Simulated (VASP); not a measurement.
# NaI (I4/mmm) in VASP: notebook

NaI is run at these levels: LDA; tasks: single point.

Everything below comes from runs of VASP 6.6.1. Logs are shortened: lines on timing, memory, paths and dates and some standing lists are left out, and cuts for length are marked.

## Step 1: The cell of the first run

Symmetry: I4/mmm, No. 139, tetragonal system. The conventional cell has a = 5.138 Å, b = 5.138 Å, c = 5.137 Å, α = 90.00°, β = 90.00°, γ = 90.00°. Na (site symmetry 4/mmm) has 2 I at 2.57 Å within 3.4 Å. I (site symmetry 4/mmm) has 2 Na at 2.57 Å within 3.4 Å.

## Step 2: Single point, LDA

INCAR

```
SYSTEM = NaI
ALGO     = Normal         ! electronic algorithm
EDIFF    = 1E-6           ! SCF threshold, eV
ENCUT    = 520            ! plane-wave cutoff, eV
GGA      = CA             ! functional
ISIF     = 2              ! what is computed and relaxed
ISMEAR   = 0              ! smearing method
LASPH    = .TRUE.         ! aspherical terms in the spheres
LCHARG   = .TRUE.         ! write CHGCAR
LELF     = .TRUE.         ! ELF
LREAL    = .FALSE.        ! projectors in reciprocal space
LVHAR    = .TRUE.       
LWAVE    = .FALSE.        ! write WAVECAR
NBANDS   = 14             ! bands
NELM     = 100            ! most SCF steps
PREC     = Accurate       ! precision mode
SIGMA    = 0.05           ! smearing width, eV
```

KPOINTS

```
k-points
0
G
  8 8 8
  0 0 0
```

POSCAR

```
NaI
1.0
    0.0000000000      3.6329190531      2.5684737705
    3.6329190531      0.0000000000      2.5684737705
    3.6329190531      3.6329190531      0.0000000000
Na I
1 1
Direct
    0.0000000000      0.0000000000      0.0000000000
    0.5000000000      0.5000000000      0.5000000000
```

Potentials or basis: VASP PAW LDA potentials, release 64 (Na_pv, I).

On the command line:

```sh
cat potpaw_LDA.64/Na_pv/POTCAR potpaw_LDA.64/I/POTCAR > POTCAR
mpirun -np 1 vasp_std > vasp.out
```

OUTCAR:

```text
SYSTEM = NaI
   EDIFF = 1E-6
   ENCUT = 520
   GGA = CA
   ISIF = 2
   ISMEAR = 0
   LASPH = .TRUE.
   LREAL = .FALSE.
   NELM = 100
   PREC = Accurate

 ion  position               nearest neighbor table
   1  0.000  0.000  0.000-   2 2.57   2 2.57
   2  0.500  0.500  0.500-   1 2.57   1 2.57

  LATTYP: Found a body centered tetragonal cell.
 ALAT       =     5.1377233959
 C/A-ratio  =     0.9998489886

  Lattice vectors:

 A1 = (   0.0000000000,  -3.6329190531,  -2.5684737705)
 A2 = (   0.0000000000,   3.6329190531,  -2.5684737705)
 A3 = (   3.6329190531,   0.0000000000,   2.5684737705)

Analysis of symmetry for initial positions (statically):
=====================================================================
 Subroutine PRICEL returns:
 Original cell was already a primitive cell.

 Routine SETGRP: Setting up the symmetry group for a
 body centered tetragonal supercell.

 Subroutine GETGRP returns: Found 16 space group operations
 (whereof 16 operations were pure point group operations)
 out of a pool of 16 trial point group operations.

The static configuration has the point symmetry D_4h.

Analysis of symmetry for dynamics (positions and initial velocities):
=====================================================================
 Subroutine PRICEL returns:
 Original cell was already a primitive cell.

 Routine SETGRP: Setting up the symmetry group for a
 body centered tetragonal supercell.

 Subroutine GETGRP returns: Found 16 space group operations
 (whereof 16 operations were pure point group operations)
 out of a pool of 16 trial point group operations.

The dynamic configuration has the point symmetry D_4h.

 Subroutine INISYM returns: Found 16 space group operations
 (whereof 16 operations are pure point group operations),
 and found     1 'primitive' translations

----------------------------------------------------------------------------------------

                                     Primitive cell

  volume of cell :      67.7980

  direct lattice vectors                    reciprocal lattice vectors
     0.000000000  3.632919053  2.568473770    -0.137630372  0.137630372  0.194668136
     3.632919053  0.000000000  2.568473770     0.137630372 -0.137630372  0.194668136
     3.632919053  3.632919053  0.000000000     0.137630372  0.137630372 -0.194668136

  length of vectors
     4.449175020  4.449175020  5.137723396     0.275281531  0.275281531  0.275281531

  position of ions in fractional coordinates (direct lattice)
     0.000000000  0.000000000  0.000000000
     0.500000000  0.500000000  0.500000000

  ion indices of the primitive-cell ions
   primitive index   ion index
                 1           1
                 2           2

----------------------------------------------------------------------------------------

 KPOINTS: k-points

Automatic generation of k-mesh.
 Grid dimensions read from file:
 generate k-points for:    8    8    8

 Generating k-lattice:

  Cartesian coordinates                     Fractional coordinates (reciprocal lattice)
    -0.017203796  0.017203796  0.024333517     0.125000000  0.000000000  0.000000000
     0.017203796 -0.017203796  0.024333517     0.000000000  0.125000000  0.000000000
     0.017203796  0.017203796 -0.024333517     0.000000000  0.000000000  0.125000000

  Length of vectors
     0.034410191  0.034410191  0.034410191

  Shift w.r.t. Gamma in fractional coordinates (k-lattice)
     0.000000000  0.000000000  0.000000000

 Subroutine IBZKPT returns following result:
 ===========================================

 Found     59 irreducible k-points:

 Following reciprocal coordinates:
            Coordinates               Weight
  0.000000  0.000000  0.000000      1.000000
  0.125000  0.000000  0.000000      8.000000
  0.250000  0.000000  0.000000      8.000000
  0.375000  0.000000  0.000000      8.000000
  0.500000  0.000000  0.000000      4.000000
  0.125000  0.125000  0.000000      2.000000
[... 16 lines left out ...]
  0.250000  0.000000  0.125000     16.000000
  0.375000 -0.000000  0.125000     16.000000
 [... further k-points ...]
   k-points           NKPTS =     59   k-points in BZ     NKDIM =     59   number of bands    NBANDS=     14
   number of dos      NEDOS =    301   number of ions     NIONS =      2
   total plane-waves  NPLWV =  51840
   dimension x,y,z NGX =    36 NGY =   36 NGZ =   40
   dimension x,y,z NGXF=    72 NGYF=   72 NGZF=   80
   ions per type =               1   1
   NGX,Y,Z   is equivalent  to a cutoff of  13.45, 13.45, 12.94 a.u.
   NGXF,Y,Z  is equivalent  to a cutoff of  26.90, 26.90, 25.89 a.u.
 SYSTEM =  NaI
   PREC   = accura    normal or accurate (medium, high low for compatibility)
   ISTART =      0    job   : 0-new  1-cont  2-samecut
   ICHARG =      2    charge: 1-file 2-atom 10-const
   ISPIN  =      1    spin polarized calculation?
   LNONCOLLINEAR =      F non collinear calculations
   LSORBIT =      F    spin-orbit coupling
   LASPH  =      T    aspherical Exc in radial PAW
   ENCUT  =  520.0 eV  38.22 Ry    6.18 a.u.   8.27  8.27  9.55*2*pi/ulx,y,z
   NELM   =    100;   NELMIN=  2; NELMDL= -5     # of ELM steps
   EDIFF  = 0.1E-05   stopping-criterion for ELM
   LREAL  =      F    real-space projection
   EDIFFG = 0.1E-04   stopping-criterion for IOM
   NSW    =      0    number of steps for IOM
   IBRION =     -1    ionic relax: 0-MD 1-quasi-New 2-CG
   NFREE  =      0    steps in history (QN), initial steepest desc. (CG)
   ISIF   =      2    stress and relaxation
   ISYM   =      2    0-nonsym 1-usesym 2-fastsym
   POTIM  = 0.5000    time-step for ionic-motion
   TEBEG  =    0.0;   TEEND  =   0.0 temperature during run
   PSTRESS=    0.0 pullay stress
   NELECT =      14.0000    total number of electrons
   NUPDOWN=      -1.0000    fix difference up-down
   EMIN   =  10.00;   EMAX   =-10.00  energy-range for DOS
   EFERMI =   0.00;   METHOD = LEGACY
   ISMEAR =     0;   SIGMA  =   0.05  broadening in eV -4-tet -1-fermi 0-gaus
   EFERMI_NEDOS =   21; number of points for ismear=-14 and -15
   IALGO  =     38    algorithm
   IMIX   =      4    mixing-type and parameters
     AMIX     =   0.40;   BMIX     =  1.00
     AMIX_MAG =   1.60;   BMIX_MAG =  1.00
  volume/ion in A,a.u.               =      33.90       228.76
  Fermi-wavevector in a.u.,A,eV,Ry     =   0.967636  1.828567 12.739397  0.936319
  Thomas-Fermi vector in A             =   2.097538
   LORBIT       =      0    0 simple, 1 ext, 2 COOP (PROOUT), +10 PAW based schemes
   GGA     = CA    functional components
   LHFCALC =     F    Hartree Fock is set to
   AEXX    =    0.0000 exact exchange contribution
   IVDW    =     0    specifies the selected vdW correction
   LEPSILON=     F    determine dielectric tensor
   LRPA    =     F    only Hartree local field effects (RPA)
 non-spin polarized calculation
 Gauss-broadening in eV      SIGMA  =   0.05
  energy-cutoff  :      520.00
  volume of cell :       67.80
 maximum number of plane-waves:      1878
 NGX is ok and might be reduce to    36

 number of electron      13.9999996 magnetization

 Free energy of the ion-electron system (eV)
  ---------------------------------------------------
  ext. energy  EPLUGINS =         0.00000000
  ---------------------------------------------------
  free energy    TOTEN  =        -5.30999704 eV

  energy without entropy =       -5.30999704  energy(sigma->0) =       -5.30999704

 E-fermi :   0.9100     XC(G=0):  -7.9787

 val. band max:        0.6603434751   @ k =   0.0000   0.0000   0.0000
 cond. band min:       4.0530995090   @ k =   0.0000   0.0000   0.0000
 fundamental gap:      3.3927560339
 Fermi energy:         0.9100489093

 k-point     1 :       0.0000    0.0000    0.0000
  band No.  band energies     occupation
      1     -21.7885      2.00000
      2     -21.6950      2.00000
      3     -21.6950      2.00000
      4     -10.6391      2.00000
      5       0.1960      2.00000
      6       0.6603      2.00000
      7       0.6603      2.00000
      8       4.0531      0.00000
      9       8.2811      0.00000
     10       8.2811      0.00000
     11       8.4349      0.00000
     12      10.3500      0.00000
     13      10.5680      0.00000
     14      10.5680      0.00000

 k-point     2 :       0.1250    0.0000    0.0000
  band No.  band energies     occupation
      1     -21.7897      2.00000
      2     -21.6953      2.00000
      3     -21.6952      2.00000
      4     -10.5840      2.00000
      5      -0.1184      2.00000
      6       0.4935      2.00000
      7       0.5468      2.00000
      8       4.5698      0.00000
      9       7.9494      0.00000
     10       8.0539      0.00000
     11       8.7910      0.00000
     12       9.7161      0.00000
     13      10.2579      0.00000
     14      11.2811      0.00000

 k-point     3 :       0.2500    0.0000    0.0000
  band No.  band energies     occupation
      1     -21.7927      2.00000
      2     -21.6959      2.00000
      3     -21.6957      2.00000
      4     -10.4453      2.00000
      5      -0.8823      2.00000
      6       0.2980      2.00000
      7       0.3651      2.00000
      8       5.3261      0.00000
      9       7.3592      0.00000
     10       7.7939      0.00000
     11       9.9701      0.00000
     12       9.9720      0.00000
     13      10.1062      0.00000
     14      12.7908      0.00000

 k-point     4 :       0.3750    0.0000    0.0000
  band No.  band energies     occupation
      1     -21.7957      2.00000
      2     -21.6966      2.00000
      3     -21.6962      2.00000
      4     -10.2977      2.00000
      5      -1.5219      2.00000
      6       0.0770      2.00000
      7       0.2825      2.00000
      8       5.4034      0.00000
      9       6.9586      0.00000
     10       8.4728      0.00000
     11      10.3315      0.00000
     12      10.6032      0.00000
     13      11.7230      0.00000
     14      12.1933      0.00000

 k-point     5 :       0.5000    0.0000    0.0000
  band No.  band energies     occupation
      1     -21.7970      2.00000
      2     -21.6968      2.00000
      3     -21.6964      2.00000
      4     -10.2336      2.00000
      5      -1.7626      2.00000
      6      -0.0079      2.00000
      7       0.2509      2.00000
      8       5.3146      0.00000
      9       6.8210      0.00000
     10       9.1244      0.00000
     11      10.5736      0.00000
[... 276 lines left out ...]
 k-point    22 :       0.1250    0.0000    0.1250
  band No.  band energies     occupation
      1     -21.7888      2.00000
      2     -21.6957      2.00000
      3     -21.6949      2.00000
      4     -10.5974      2.00000
      5       0.1039      2.00000
      6       0.1856      2.00000
      7       0.6503      2.00000
      8       4.6299      0.00000
      9       7.9414      0.00000
     10       8.1316      0.00000
     11       8.6858      0.00000
     12       9.7977      0.00000
     13      10.0375      0.00000
     14      11.5666      0.00000

 k-point    23 :       0.2500    0.0000    0.1250
  band No.  band energies     occupation
      1     -21.7902      2.00000
      2     -21.6965      2.00000
      3     -21.6952      2.00000
      4     -10.5106      2.00000
      5      -0.5104      2.00000
      6       0.1168      2.00000
      7       0.5057      2.00000
      8       5.3468      0.00000
      9       7.6082      0.00000
     10       7.6220      0.00000
     11       9.4129      0.00000
     12       9.5953      0.00000
     13      10.6787      0.00000
     14      11.8469      0.00000

 k-point    24 :       0.3750   -0.0000    0.1250
  band No.  band energies     occupation
      1     -21.7932      2.00000
      2     -21.6971      2.00000
      3     -21.6957      2.00000
      4     -10.3676      2.00000
      5      -1.1792      2.00000
      6      -0.0375      2.00000
      7       0.2960      2.00000
      8       5.8059      0.00000
      9       7.1809      0.00000
     10       7.8146      0.00000
     11       9.7052      0.00000
     12      10.9322      0.00000
     13      11.3002      0.00000
     14      12.3775      0.00000

 [... further k-points ...]

------------------------ aborting loop because EDIFF is reached ----------------------------------------

  FORCE on cell =-STRESS in cart. coord.  units (eV):
  Direction    XX          YY          ZZ          XY          YZ          ZX
  --------------------------------------------------------------------------------------
  -------------------------------------------------------------------------------------
  Total       -0.7960524     -0.7960524      7.4646923      0.0000000      0.0000000      0.0000000
  in kB      -18.8120293    -18.8120293    176.4029798      0.0000000      0.0000000      0.0000000
  external PRESSURE =      46.2596404 kB  Pullay stress =       0.0000000 kB

 VOLUME and BASIS-vectors are now :
 -----------------------------------------------------------------------------
  energy-cutoff  :      520.00
  volume of cell :       67.80
      direct lattice vectors                 reciprocal lattice vectors
     0.000000000  3.632919053  2.568473770    -0.137630372  0.137630372  0.194668136
     3.632919053  0.000000000  2.568473770     0.137630372 -0.137630372  0.194668136
     3.632919053  3.632919053  0.000000000     0.137630372  0.137630372 -0.194668136

 POSITION                                       TOTAL-FORCE (eV/Angst)
 -----------------------------------------------------------------------------------
      0.00000      0.00000      0.00000         0.000000      0.000000      0.000000
      3.63292      3.63292      2.56847        -0.000000     -0.000000      0.000000
 -----------------------------------------------------------------------------------
    total drift:                                0.000000      0.000000      0.000000

  FREE ENERGIE OF THE ION-ELECTRON SYSTEM (eV)
  ---------------------------------------------------
  free  energy   TOTEN  =        -5.3099970392 eV

  energy  without entropy=       -5.3099970392  energy(sigma->0) =       -5.30999704
```

It took 61 s on 1 thread of Intel Xeon 8259CL, shared host; peak memory 0.21 GiB.

Results:

| Quantity | Value |
| --- | --- |
| Free energy | -5.3100 eV |
| Pressure | 4.6 GPa |
| Band gap on the k mesh | 3.39 eV |

Levels at points of the mesh, in eV from the valence-band top:
```tsv
k point	band 4	band 5	band 6	band 7	band 8	band 9	band 10	band 11
(0.00, 0.00, 0.00)	-11.30	-0.46	0.00	0.00	3.39	7.62	7.62	7.77
(0.50, 0.00, 0.00)	-10.89	-2.42	-0.67	-0.41	4.65	6.16	8.46	9.91
(0.50, 0.50, 0.00)	-10.81	-1.68	-1.37	-1.37	4.77	4.86	10.37	10.37
(0.50, 0.00, 0.50)	-11.00	-2.13	-1.02	-0.07	4.80	6.16	8.58	9.42
```

Caveat: the cell stands under pressure; spin-orbit coupling is left out, which moves the levels of the heavy elements.

## Step 3: Single point, LDA

This run uses another cell than the first one, of the same volume but with other edges.

INCAR

```
PREC = Accurate ; ENCUT = 520
EDIFF = 1E-6 ; ISMEAR = 0
SIGMA = 0.05 ; LREAL = F
LASPH = T ; NELM = 60
ALGO = Normal ; ISIF = 2
LWAVE = F ; LCHARG = F
GGA = CA ; NBANDS = 14
```

KPOINTS

```
regular mesh
0
Gamma
  8 8 8
```

POSCAR

```
NaI
1.0
    0.0000000000      2.8834497633      4.0771979653
    2.8834497633      0.0000000000      4.0771979653
    2.8834497633      2.8834497633      0.0000000000
Na I
1 1
Direct
    0.0000000000      0.0000000000      0.0000000000
    0.5000000000      0.5000000000      0.5000000000
```

Potentials or basis: VASP PAW LDA potentials, release 64 (Na_pv, I).

On the command line:

```sh
cat potpaw_LDA.64/Na_pv/POTCAR potpaw_LDA.64/I/POTCAR > POTCAR
mpirun -np 1 vasp_std > vasp.out
```

Wall time 67 s (1 thread of Intel Xeon 8259CL, shared host); peak memory 0.21 GiB.

It converged, with:

```
Free energy            : -5.6893 eV
Pressure               : 2.5 GPa
Band gap on the k mesh : 3.44 eV (least direct gap 3.51 eV)
```

Stress tensor (GPa, compression positive):
```
 4.66  0.00  0.00
 0.00  4.66  0.00
 0.00  0.00 -1.91
```

Levels at points of the mesh, in eV from the valence-band top:
| k point | band 5 | band 6 | band 7 | band 8 | band 9 | band 10 |
| --- | --- | --- | --- | --- | --- | --- |
| (0.00, 0.00, 0.00) | -0.39 | -0.07 | -0.07 | 3.44 | 6.65 | 7.67 |
| (0.50, 0.00, 0.00) | -2.61 | -0.72 | -0.02 | 4.66 | 6.97 | 8.24 |
| (0.50, 0.50, 0.00) | -1.99 | -0.28 | -0.28 | 5.11 | 5.86 | 7.91 |
| (0.50, 0.00, 0.50) | -2.13 | -1.76 | -0.43 | 4.50 | 5.45 | 8.72 |

Caveat: spin-orbit coupling is left out, which moves the levels of the heavy elements. A k mesh can miss the band edges.

(Continued in part 2 of 2.)
